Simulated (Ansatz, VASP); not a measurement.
KF: VASP beside Ansatz

```
K F
1.0
     0.00000    2.71054    2.71054
     2.61567    0.00000    2.71054
     2.61567    2.71054    0.00000
K F
1 1
Direct
  0.00000 0.00000 0.00000
  0.50000 0.50000 0.50000
```

Change from the starting cell: normal strain along x -0.0350, normal strain along z +0.0000.

Alike in both runs: task single point; functional PBE; k mesh 8 × 8 × 8; occupations gaussian, width 0.05 eV; no spin polarisation.

|  | VASP | Ansatz |
| --- | --- | --- |
| version | VASP 6.6.1 | Ansatz 0.2.0 |
| potentials or method | VASP PAW PBE potentials, release 64 (K_sv, F), cutoff 520 eV | scalar-relativistic, plane waves, PAW |
| valence electrons in the cell | 16 | 16 |

```csv
,VASP,Ansatz,Ansatz less VASP
gap on the k mesh at the Fermi level (eV),6.08,6.10,+0.016
least direct gap on the mesh (eV),6.08,6.10,+0.016
pressure (GPa),1.3,1.2,-0.04
"traceless stress, the component that is largest in VASP (GPa)",1.46,1.40,-0.056
```

With one functional, cell and mesh, what is left measures potentials, basis and numerics.
